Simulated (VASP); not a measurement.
# Cu3Pt (Pm-3m) in VASP: notebook, part 2 of 3

VASP 6.6.1. Earlier steps stand in the parts before.

**3. Single point, LDA**

This run uses another cell than the first one, of 10.75 Å³/atom, 1.026 times its volume.

File INCAR:

```
PREC     = Accurate       # precision mode
ENCUT    = 520            # plane-wave cutoff, eV
EDIFF    = 1E-7           # SCF threshold, eV
ISMEAR   = -1             # smearing method
SIGMA    = 0.1            # smearing width, eV
LREAL    = F              # projectors in reciprocal space
LASPH    = T              # aspherical terms in the spheres
NELM     = 80             # most SCF steps
ALGO     = Normal         # electronic algorithm
ISIF     = 2              # what is computed and relaxed
LWAVE    = F              # write WAVECAR
LCHARG   = F              # write CHGCAR
GGA      = CA             # functional
NBANDS   = 30             # bands
```

File KPOINTS:

```
regular mesh
0
Gamma
  6 6 6
```

File POSCAR:

```
Cu3Pt
1.0
    3.5035001399      0.0000000000      0.0000000000
    0.0000000000      3.5035001399      0.0000000000
    0.0000000000      0.0000000000      3.5035001399
Cu Pt
3 1
Direct
    0.0000000000      0.5000000000      0.5000000000
    0.5000000000      0.0000000000      0.5000000000
    0.5000000000      0.5000000000      0.0000000000
    0.0000000000      0.0000000000      0.0000000000
```

Potentials or basis: VASP PAW LDA potentials, release 64 (Cu, Pt).

The run is started by

```console
$ cat potpaw_LDA.64/Cu/POTCAR potpaw_LDA.64/Pt/POTCAR > POTCAR
$ mpirun -np 1 vasp_std > vasp.out
```

OUTCAR:

```text
PREC = Accurate
   ENCUT = 520
   EDIFF = 1E-7
   ISMEAR = -1
   LREAL = F
   LASPH = T
   NELM = 80
   ISIF = 2
   GGA = CA

 ion  position               nearest neighbor table
   1  0.000  0.500  0.500-   2 2.48   3 2.48   4 2.48   3 2.48   4 2.48   2 2.48   4 2.48   4 2.48
                             2 2.48   3 2.48   3 2.48   2 2.48
   2  0.500  0.000  0.500-   1 2.48   3 2.48   4 2.48   3 2.48   4 2.48   1 2.48   3 2.48   3 2.48
                             1 2.48   4 2.48   4 2.48   1 2.48
   3  0.500  0.500  0.000-   1 2.48   2 2.48   4 2.48   1 2.48   2 2.48   2 2.48   4 2.48   2 2.48
                             1 2.48   4 2.48   1 2.48   4 2.48
   4  0.000  0.000  0.000-   1 2.48   2 2.48   3 2.48   1 2.48   2 2.48   1 2.48   3 2.48   1 2.48
                             2 2.48   3 2.48   2 2.48   3 2.48

  LATTYP: Found a simple cubic cell.
 ALAT       =     3.5035001399

  Lattice vectors:

 A1 = (   3.5035001399,   0.0000000000,   0.0000000000)
 A2 = (   0.0000000000,   3.5035001399,   0.0000000000)
 A3 = (   0.0000000000,   0.0000000000,   3.5035001399)

Analysis of symmetry for initial positions (statically):
=====================================================================
 Subroutine PRICEL returns:
 Original cell was already a primitive cell.

 Routine SETGRP: Setting up the symmetry group for a
 simple cubic supercell.

 Subroutine GETGRP returns: Found 48 space group operations
 (whereof 48 operations were pure point group operations)
 out of a pool of 48 trial point group operations.

The static configuration has the point symmetry O_h .

Analysis of symmetry for dynamics (positions and initial velocities):
=====================================================================
 Subroutine PRICEL returns:
 Original cell was already a primitive cell.

 Routine SETGRP: Setting up the symmetry group for a
 simple cubic supercell.

 Subroutine GETGRP returns: Found 48 space group operations
 (whereof 48 operations were pure point group operations)
[... 120 lines left out ...]
     AMIX     =   0.40;   BMIX     =  1.00
     AMIX_MAG =   1.60;   BMIX_MAG =  1.00
  volume/ion in A,a.u.               =      10.75        72.55
  Fermi-wavevector in a.u.,A,eV,Ry     =   1.637051  3.093578 36.462737  2.679936
  Thomas-Fermi vector in A             =   2.728255
   LORBIT       =      0    0 simple, 1 ext, 2 COOP (PROOUT), +10 PAW based schemes
   GGA     = CA    functional components
   LHFCALC =     F    Hartree Fock is set to
   AEXX    =    0.0000 exact exchange contribution
   IVDW    =     0    specifies the selected vdW correction
   LEPSILON=     F    determine dielectric tensor
   LRPA    =     F    only Hartree local field effects (RPA)
 non-spin polarized calculation
  energy-cutoff  :      520.00
  volume of cell :       43.00
 maximum number of plane-waves:      1189
 NGX is ok and might be reduce to    28
   NGX = 13   NGY = 13   NGZ = 13

 number of electron      43.0000056 magnetization

 Free energy of the ion-electron system (eV)
  ---------------------------------------------------
  ext. energy  EPLUGINS =         0.00000000
  ---------------------------------------------------
  free energy    TOTEN  =       -21.76040798 eV

  energy without entropy =      -21.71853517  energy(sigma->0) =      -21.73947157

 E-fermi :  10.6175     XC(G=0): -14.2326

 val. band max:       10.6096306385   @ k =   0.5000   0.5000   0.0000
 cond. band min:      10.6267793231   @ k =   0.0000   0.0000   0.0000
 fundamental gap:      0.0171486846
 Fermi energy:        10.6174802843

 k-point     1 :       0.0000    0.0000    0.0000
  band No.  band energies     occupation
      1      -0.0653      2.00000
      2       3.7620      2.00000
      3       3.7620      2.00000
      4       4.8306      2.00000
      5       4.8306      2.00000
      6       4.8306      2.00000
[... 649 lines left out ...]
     29      30.2077      0.00000
     30      30.2077      0.00000

------------------------ aborting loop because EDIFF is reached ----------------------------------------

  FORCE on cell =-STRESS in cart. coord.  units (eV):
  Direction    XX          YY          ZZ          XY          YZ          ZX
  --------------------------------------------------------------------------------------
  -------------------------------------------------------------------------------------
  Total        8.3304750      8.3304750      8.3304750      0.0000000     -0.0000000      0.0000000
  in kB      310.3658518    310.3658518    310.3658518      0.0000000     -0.0000000      0.0000000
  external PRESSURE =     310.3658518 kB  Pullay stress =       0.0000000 kB

 VOLUME and BASIS-vectors are now :
 -----------------------------------------------------------------------------
  energy-cutoff  :      520.00
  volume of cell :       43.00
      direct lattice vectors                 reciprocal lattice vectors
     3.503500140  0.000000000  0.000000000     0.285428845  0.000000000  0.000000000
     0.000000000  3.503500140  0.000000000     0.000000000  0.285428845  0.000000000
     0.000000000  0.000000000  3.503500140     0.000000000  0.000000000  0.285428845

 POSITION                                       TOTAL-FORCE (eV/Angst)
 -----------------------------------------------------------------------------------
      0.00000      1.75175      1.75175         0.000000      0.000000      0.000000
      1.75175      0.00000      1.75175         0.000000      0.000000      0.000000
      1.75175      1.75175      0.00000         0.000000      0.000000      0.000000
      0.00000      0.00000      0.00000         0.000000      0.000000      0.000000
 -----------------------------------------------------------------------------------
    total drift:                                0.000000      0.000000      0.000000

  FREE ENERGIE OF THE ION-ELECTRON SYSTEM (eV)
  ---------------------------------------------------
  free  energy   TOTEN  =       -21.7604079780 eV

  energy  without entropy=      -21.7185351686  energy(sigma->0) =      -21.73947157
```

OSZICAR:

```text
N       E                     dE             d eps       ncg     rms          rms(c)
DAV:   1     0.347703356273E+03    0.34770E+03   -0.19258E+04  1328   0.246E+03
DAV:   2     0.992136949510E+01   -0.33778E+03   -0.31879E+03  1212   0.418E+02
DAV:   3    -0.243123731340E+02   -0.34234E+02   -0.32559E+02  1332   0.164E+02
DAV:   4    -0.252132955466E+02   -0.90092E+00   -0.89889E+00  1622   0.338E+01
DAV:   5    -0.252310282374E+02   -0.17733E-01   -0.17730E-01  1840   0.359E+00    0.228E+01
DAV:   6    -0.240511641163E+02    0.11799E+01   -0.26771E+01  1338   0.148E+02    0.111E+01
DAV:   7    -0.219016421217E+02    0.21495E+01   -0.11011E+01  1546   0.927E+01    0.568E+00
DAV:   8    -0.217943486480E+02    0.10729E+00   -0.44422E-01  1904   0.916E+00    0.252E+00
DAV:   9    -0.217622467572E+02    0.32102E-01   -0.51243E-02  2164   0.426E+00    0.356E-01
DAV:  10    -0.217609110051E+02    0.13358E-02   -0.77622E-03  1764   0.976E-01    0.180E-01
DAV:  11    -0.217604247082E+02    0.48630E-03   -0.84131E-04  1800   0.836E-01    0.703E-02
DAV:  12    -0.217604122020E+02    0.12506E-04   -0.26862E-04  1500   0.170E-01    0.195E-02
DAV:  13    -0.217604095598E+02    0.26421E-05   -0.70076E-06  1810   0.392E-02    0.107E-02
DAV:  14    -0.217604079890E+02    0.15709E-05   -0.43352E-06  1896   0.236E-02    0.313E-03
DAV:  15    -0.217604079780E+02    0.10959E-07   -0.29141E-07  1152   0.712E-03
   1 F= -.21760408E+02 E0= -.21739472E+02  d E =-.418728E-01
```

Wall time 46 s (1 thread of AMD EPYC 7R43 (Zen 3), shared host); peak memory 0.11 GiB.

Results:

- Free energy: -21.7604 eV
- Pressure: 31.0 GPa

Caveat: spin-orbit coupling is left out, which moves the levels of the heavy elements.

(Part 2 of 3 ends here.)
